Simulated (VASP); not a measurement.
Set up this calculation in VASP 6.6.1, as the native input.

* Task: single point
* Functional: LDA
* Potentials or basis: VASP PAW LDA potentials, release 64 (Sr_sv, Tl_d)
* Cutoff: 520 eV
* k mesh: 8 × 8 × 8
* Occupations: fermi-dirac, width 0.05 eV
* Spin: no spin polarisation
* Dipole correction: no
* Further INCAR settings: ALGO = Normal; EDIFF = 1e-06; NBANDS = 18

The structure of SrTl lies in POSCAR:

```
SrTl
1.0
    3.9775068335      0.0000000000      0.0000000000
    0.0000000000      3.9775068335      0.0000000000
    0.0000000000      0.0000000000      3.9775068335
Sr Tl
1 1
Direct
    0.0000000000      0.0000000000      0.0000000000
    0.5000000000      0.5000000000      0.5000000000
```

The input as run:

INCAR

```
SYSTEM = SrTl
PREC     = Accurate       ! precision mode
ENCUT    = 520            ! plane-wave cutoff, eV
EDIFF    = 1E-6           ! SCF threshold, eV
ISMEAR   = -1             ! smearing method
SIGMA    = 0.05           ! smearing width, eV
LREAL    = .FALSE.        ! projectors in reciprocal space
LASPH    = .TRUE.         ! aspherical terms in the spheres
NELM     = 100            ! most SCF steps
ALGO     = Normal         ! electronic algorithm
ISIF     = 2              ! what is computed and relaxed
LWAVE    = .FALSE.        ! write WAVECAR
LCHARG   = .FALSE.        ! write CHGCAR
GGA      = CA             ! functional
NBANDS   = 18             ! bands
```

KPOINTS

```
Automatic mesh
0
G
  8 8 8
  0 0 0
```

Potentials or basis: VASP PAW LDA potentials, release 64 (Sr_sv, Tl_d).

Command:

```console
$ cat potpaw_LDA.64/Sr_sv/POTCAR potpaw_LDA.64/Tl_d/POTCAR > POTCAR
$ mpirun -np 1 vasp_std > vasp.out
```

It gave:

- Pressure: -0.6 GPa
- Band gap on the k mesh: zero (an odd number of electrons rules out a gap without spin polarisation)

Caveat: spin-orbit coupling is left out, which moves the levels of the heavy elements.

Run time: 39 s on 1 thread of Intel Xeon 8259CL (shared host), peak memory 0.18 GiB.
